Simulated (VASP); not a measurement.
# LuBe (Pm-3m) in VASP: notebook

Runs on LuBe. Level: LDA. Tasks: single point, relaxation of cell and atoms.

Everything below comes from runs of VASP 6.6.1. Logs are shortened: lines on timing, memory, paths and dates and some standing lists are left out, and cuts for length are marked.

## 1. The cell of the first run

It takes space group Pm-3m (No. 221, cubic). The conventional cell has a = 3.233 Å, b = 3.233 Å, c = 3.233 Å, α = 90.00°, β = 90.00°, γ = 90.00°. Lu (site symmetry m-3m) has 8 Be at 2.80 Å and 6 Lu at 3.23 Å within 3.7 Å. Be (site symmetry m-3m) has 8 Lu at 2.80 Å and 6 Be at 3.23 Å within 3.7 Å.

## 2. Single point, LDA

The input, INCAR:

```
SYSTEM = LuBe
  PREC = Accurate
  ENCUT = 520
  EDIFF = 1E-7
  ISMEAR = -1
  SIGMA = 0.05
  LREAL = .False.
  LASPH = .True.
  NELM = 100
  ALGO = Normal
  ISIF = 2
  LWAVE = .False.
  LCHARG = .False.
  GGA = CA
  NBANDS = 20
```

The input, KPOINTS:

```
regular mesh
0
Gamma
  8 8 8
  0 0 0
```

The input, POSCAR:

```
LuBe
1.0
    3.2332459675      0.0000000000      0.0000000000
    0.0000000000      3.2332459675      0.0000000000
    0.0000000000      0.0000000000      3.2332459675
Lu Be
1 1
Direct
    0.0000000000      0.0000000000      0.0000000000
    0.5000000000      0.5000000000      0.5000000000
```

Potentials or basis: VASP PAW PBE potentials, release 64 (Lu, Be).

Command:

```bash
> cat potpaw_PBE.64/Lu/POTCAR potpaw_PBE.64/Be/POTCAR > POTCAR
> mpirun -np 1 vasp_std > vasp.out
```

OUTCAR:

```text
SYSTEM = LuBe
   PREC = Accurate
   ENCUT = 520
   EDIFF = 1E-7
   ISMEAR = -1
   LREAL = .False.
   LASPH = .True.
   NELM = 100
   ISIF = 2
   GGA = CA

 ion  position               nearest neighbor table
   1  0.000  0.000  0.000-   2 2.80   2 2.80   2 2.80   2 2.80   2 2.80   2 2.80   2 2.80   2 2.80

   2  0.500  0.500  0.500-   1 2.80   1 2.80   1 2.80   1 2.80   1 2.80   1 2.80   1 2.80   1 2.80

  LATTYP: Found a simple cubic cell.
 ALAT       =     3.2332459675

  Lattice vectors:

 A1 = (   3.2332459675,   0.0000000000,   0.0000000000)
 A2 = (   0.0000000000,   3.2332459675,   0.0000000000)
 A3 = (   0.0000000000,   0.0000000000,   3.2332459675)

Analysis of symmetry for initial positions (statically):
=====================================================================
 Subroutine PRICEL returns:
 Original cell was already a primitive cell.

 Routine SETGRP: Setting up the symmetry group for a
 simple cubic supercell.

 Subroutine GETGRP returns: Found 48 space group operations
 (whereof 48 operations were pure point group operations)
 out of a pool of 48 trial point group operations.

The static configuration has the point symmetry O_h .

Analysis of symmetry for dynamics (positions and initial velocities):
=====================================================================
 Subroutine PRICEL returns:
 Original cell was already a primitive cell.

 Routine SETGRP: Setting up the symmetry group for a
 simple cubic supercell.

 Subroutine GETGRP returns: Found 48 space group operations
 (whereof 48 operations were pure point group operations)
 out of a pool of 48 trial point group operations.

The dynamic configuration has the point symmetry O_h .

 Subroutine INISYM returns: Found 48 space group operations
 (whereof 48 operations are pure point group operations),
 and found     1 'primitive' translations

----------------------------------------------------------------------------------------

                                     Primitive cell

  volume of cell :      33.8000

  direct lattice vectors                    reciprocal lattice vectors
     3.233245967  0.000000000  0.000000000     0.309286708  0.000000000  0.000000000
     0.000000000  3.233245967  0.000000000     0.000000000  0.309286708  0.000000000
     0.000000000  0.000000000  3.233245967     0.000000000  0.000000000  0.309286708

  length of vectors
     3.233245967  3.233245967  3.233245967     0.309286708  0.309286708  0.309286708

  position of ions in fractional coordinates (direct lattice)
     0.000000000  0.000000000  0.000000000
     0.500000000  0.500000000  0.500000000

  ion indices of the primitive-cell ions
   primitive index   ion index
                 1           1
                 2           2

----------------------------------------------------------------------------------------

 KPOINTS: regular mesh

Automatic generation of k-mesh.
 Grid dimensions read from file:
 generate k-points for:    8    8    8

 Generating k-lattice:

  Cartesian coordinates                     Fractional coordinates (reciprocal lattice)
     0.038660838  0.000000000  0.000000000     0.125000000  0.000000000  0.000000000
     0.000000000  0.038660838  0.000000000     0.000000000  0.125000000  0.000000000
     0.000000000  0.000000000  0.038660838     0.000000000  0.000000000  0.125000000

  Length of vectors
     0.038660838  0.038660838  0.038660838

  Shift w.r.t. Gamma in fractional coordinates (k-lattice)
     0.000000000  0.000000000  0.000000000

 Subroutine IBZKPT returns following result:
 ===========================================

 Found     35 irreducible k-points:

 Following reciprocal coordinates:
            Coordinates               Weight
  0.000000  0.000000  0.000000      1.000000
  0.125000  0.000000  0.000000      6.000000
  0.250000  0.000000  0.000000      6.000000
  0.375000  0.000000  0.000000      6.000000
  0.500000  0.000000  0.000000      3.000000
  0.125000  0.125000  0.000000     12.000000
[... 16 lines left out ...]
  0.375000  0.375000  0.125000     24.000000
  0.500000  0.375000  0.125000     24.000000
 [... further k-points ...]
   k-points           NKPTS =     35   k-points in BZ     NKDIM =     35   number of bands    NBANDS=     20
   number of dos      NEDOS =    301   number of ions     NIONS =      2
   total plane-waves  NPLWV =  13824
   dimension x,y,z NGX =    24 NGY =   24 NGZ =   24
   dimension x,y,z NGXF=    48 NGYF=   48 NGZF=   48
   ions per type =               1   1
   NGX,Y,Z   is equivalent  to a cutoff of  12.34, 12.34, 12.34 a.u.
   NGXF,Y,Z  is equivalent  to a cutoff of  24.68, 24.68, 24.68 a.u.
 SYSTEM =  LuBe
   PREC   = accura    normal or accurate (medium, high low for compatibility)
   ISTART =      0    job   : 0-new  1-cont  2-samecut
   ICHARG =      2    charge: 1-file 2-atom 10-const
   ISPIN  =      1    spin polarized calculation?
   LNONCOLLINEAR =      F non collinear calculations
   LSORBIT =      F    spin-orbit coupling
   LASPH  =      T    aspherical Exc in radial PAW
   ENCUT  =  520.0 eV  38.22 Ry    6.18 a.u.   6.01  6.01  6.01*2*pi/ulx,y,z
   NELM   =    100;   NELMIN=  2; NELMDL= -5     # of ELM steps
   EDIFF  = 0.1E-06   stopping-criterion for ELM
   LREAL  =      F    real-space projection
   EDIFFG = 0.1E-05   stopping-criterion for IOM
   NSW    =      0    number of steps for IOM
   IBRION =     -1    ionic relax: 0-MD 1-quasi-New 2-CG
   NFREE  =      0    steps in history (QN), initial steepest desc. (CG)
   ISIF   =      2    stress and relaxation
   ISYM   =      2    0-nonsym 1-usesym 2-fastsym
   POTIM  = 0.5000    time-step for ionic-motion
   TEBEG  =    0.0;   TEEND  =   0.0 temperature during run
   PSTRESS=    0.0 pullay stress
   NELECT =      27.0000    total number of electrons
   NUPDOWN=      -1.0000    fix difference up-down
   EMIN   =  10.00;   EMAX   =-10.00  energy-range for DOS
   EFERMI =   0.00;   METHOD = LEGACY
   ISMEAR =    -1;   SIGMA  =   0.05  broadening in eV -4-tet -1-fermi 0-gaus
   EFERMI_NEDOS =   21; number of points for ismear=-14 and -15
   IALGO  =     38    algorithm
   IMIX   =      4    mixing-type and parameters
     AMIX     =   0.40;   BMIX     =  1.00
     AMIX_MAG =   1.60;   BMIX_MAG =  1.00
  volume/ion in A,a.u.               =      16.90       114.05
  Fermi-wavevector in a.u.,A,eV,Ry     =   1.518998  2.870491 31.393490  2.307356
  Thomas-Fermi vector in A             =   2.628044
   LORBIT       =      0    0 simple, 1 ext, 2 COOP (PROOUT), +10 PAW based schemes
   GGA     = CA    functional components
   LHFCALC =     F    Hartree Fock is set to
   AEXX    =    0.0000 exact exchange contribution
   IVDW    =     0    specifies the selected vdW correction
   LEPSILON=     F    determine dielectric tensor
   LRPA    =     F    only Hartree local field effects (RPA)
 non-spin polarized calculation
  energy-cutoff  :      520.00
  volume of cell :       33.80
 maximum number of plane-waves:       926
   NGX = 13   NGY = 13   NGZ = 13

 number of electron      27.0000027 magnetization

 Free energy of the ion-electron system (eV)
  ---------------------------------------------------
  ext. energy  EPLUGINS =         0.00000000
  ---------------------------------------------------
  free energy    TOTEN  =        -9.27385398 eV

  energy without entropy =       -9.25307621  energy(sigma->0) =       -9.26346510

 E-fermi :   3.0289     XC(G=0): -11.4068

 val. band max:        3.0250253715   @ k =   0.1250   0.0000   0.0000
 cond. band min:       3.0391459717   @ k =   0.1250   0.1250   0.1250
 fundamental gap:      0.0141206002
 Fermi energy:         3.0289269996

 k-point     1 :       0.0000    0.0000    0.0000
  band No.  band energies     occupation
      1     -52.2798      2.00000
      2     -22.9494      2.00000
      3     -22.9494      2.00000
      4     -22.9494      2.00000
      5      -4.2219      2.00000
      6      -1.4536      2.00000
[... 12 lines left out ...]
     19       9.2587      0.00000
     20       9.2587      0.00000

 k-point     2 :       0.1250    0.0000    0.0000
  band No.  band energies     occupation
      1     -52.2760      2.00000
      2     -23.0326      2.00000
      3     -22.9418      2.00000
      4     -22.9418      2.00000
      5      -3.9365      2.00000
      6      -1.4605      2.00000
[... 12 lines left out ...]
     19      10.1737      0.00000
     20      10.1737      0.00000

 k-point     3 :       0.2500    0.0000    0.0000
  band No.  band energies     occupation
      1     -52.2669      2.00000
      2     -23.2283      2.00000
      3     -22.9235      2.00000
      4     -22.9235      2.00000
      5      -3.1564      2.00000
      6      -1.4866      2.00000
[... 12 lines left out ...]
     19      11.5665      0.00000
     20      11.5665      0.00000

 k-point     4 :       0.3750    0.0000    0.0000
  band No.  band energies     occupation
      1     -52.2578      2.00000
      2     -23.4168      2.00000
      3     -22.9051      2.00000
      4     -22.9051      2.00000
      5      -2.0739      2.00000
      6      -1.5073      2.00000
[... 12 lines left out ...]
     19      12.7200      0.00000
     20      13.0284      0.00000

 k-point     5 :       0.5000    0.0000    0.0000
  band No.  band energies     occupation
      1     -52.2540      2.00000
      2     -23.4930      2.00000
      3     -22.8974      2.00000
      4     -22.8974      2.00000
      5      -1.5442      2.00000
      6      -1.4970      2.00000
[... 12 lines left out ...]
     19      12.1464      0.00000
     20      14.0631      0.00000
[... 353 lines left out ...]
      6      -1.4731      2.00000
[... 12 lines left out ...]
     19      11.3300      0.00000
     20      12.3662      0.00000

 k-point    22 :       0.5000    0.2500    0.1250
  band No.  band energies     occupation
      1     -52.2377      2.00000
      2     -23.4437      2.00000
      3     -23.1541      2.00000
      4     -22.9505      2.00000
      5      -1.5195      2.00000
      6      -1.4768      2.00000
[... 12 lines left out ...]
     19      11.0529      0.00000
     20      13.0043      0.00000

 k-point    23 :       0.3750    0.3750    0.1250
  band No.  band energies     occupation
      1     -52.2325      2.00000
      2     -23.3478      2.00000
      3     -23.3395      2.00000
      4     -22.9399      2.00000
      5      -1.5011      2.00000
      6      -1.4937      2.00000
[... 12 lines left out ...]
     19      10.8012      0.00000
     20      12.1468      0.00000

 k-point    24 :       0.5000    0.3750    0.1250
  band No.  band energies     occupation
      1     -52.2288      2.00000
      2     -23.4165      2.00000
      3     -23.3328      2.00000
      4     -22.9322      2.00000
      5      -1.5073      2.00000
      6      -1.4930      2.00000
[... 12 lines left out ...]
     19      11.1313      0.00000
     20      12.5114      0.00000

 [... further k-points ...]
[... 5 lines left out ...]
  --------------------------------------------------------------------------------------
  -------------------------------------------------------------------------------------
  Total        0.0942816      0.0942816      0.0942816      0.0000000      0.0000000     -0.0000000
  in kB        4.4691111      4.4691111      4.4691111      0.0000000      0.0000000     -0.0000000
  external PRESSURE =       4.4691111 kB  Pullay stress =       0.0000000 kB

 VOLUME and BASIS-vectors are now :
 -----------------------------------------------------------------------------
  energy-cutoff  :      520.00
  volume of cell :       33.80
      direct lattice vectors                 reciprocal lattice vectors
     3.233245967  0.000000000  0.000000000     0.309286708  0.000000000  0.000000000
     0.000000000  3.233245967  0.000000000     0.000000000  0.309286708  0.000000000
     0.000000000  0.000000000  3.233245967     0.000000000  0.000000000  0.309286708

 POSITION                                       TOTAL-FORCE (eV/Angst)
 -----------------------------------------------------------------------------------
      0.00000      0.00000      0.00000         0.000000      0.000000      0.000000
      1.61662      1.61662      1.61662         0.000000      0.000000      0.000000
 -----------------------------------------------------------------------------------
    total drift:                                0.000000      0.000000      0.000000

  FREE ENERGIE OF THE ION-ELECTRON SYSTEM (eV)
  ---------------------------------------------------
  free  energy   TOTEN  =        -9.2738539828 eV

  energy  without entropy=       -9.2530762074  energy(sigma->0) =       -9.26346510
```

It took 23 s on 1 thread of Intel Xeon 8259CL, shared host; peak memory 0.15 GiB.

Results:

| Property | Result |
| --- | --- |
| Free energy | -9.2739 eV |
| Pressure | 0.4 GPa |

Levels at points of the mesh, in eV from the Fermi level:
| k point | band 11 | band 12 | band 13 | band 14 | band 15 | band 16 | band 17 | band 18 |
| --- | --- | --- | --- | --- | --- | --- | --- | --- |
| (0.00, 0.00, 0.00) | -4.47 | -4.43 | -0.13 | -0.13 | 4.77 | 4.77 | 4.77 | 6.23 |
| (0.50, 0.00, 0.00) | -4.41 | -4.24 | -2.81 | 0.91 | 1.81 | 1.81 | 6.68 | 7.90 |
| (0.50, 0.50, 0.00) | -4.40 | -3.44 | -0.13 | -0.06 | -0.06 | 3.81 | 3.81 | 6.57 |
| (0.50, 0.50, 0.50) | -4.42 | -2.33 | -2.33 | -2.33 | 2.38 | 6.73 | 6.73 | 6.73 |

Caveat: the PAW data sets were made with another functional, which shifts forces and pressure a little; spin-orbit coupling is left out, which moves the levels of the heavy elements.

(Continued in part 2 of 2.)
